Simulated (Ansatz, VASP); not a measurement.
# Ta: VASP beside Ansatz

```
CELL_PARAMETERS angstrom
2.68296 0.00000 0.00000
0.00000 2.68296 0.00000
0.00000 0.00000 2.68296
ATOMIC_POSITIONS crystal
Ta 0.00000 0.00000 0.00000
```

Change from the starting cell: volume scaled by 1, PAW files.

Alike in both runs: task single point; functional LDA; k mesh 14 × 14 × 14; occupations fermi-dirac, width 0.05 eV; no spin polarisation.

|  | VASP | Ansatz |
| --- | --- | --- |
| version | VASP 6.6.1 | Ansatz 0.2.0 |
| potentials or method | VASP PAW LDA potentials, release 64 (Ta_pv) | PAW with Ansatz's default frozen-core files, scalar-relativistic |
| plane-wave cutoff (eV) | 520 | 420 |
| valence electrons in the cell | 11 | 13 |

Ansatz gave:

```
pressure (GPa) : 0.0
```

Which values does VASP return?

Pressure (GPa): 0.6.

LDA's correlation is that of Perdew and Zunger in VASP and of Perdew and Wang (1992) in Ansatz. VASP's potentials hold 11 valence electrons a cell and Ansatz's 13, so a difference there can come from the potentials and not from the codes.

Spin-orbit coupling is off throughout.
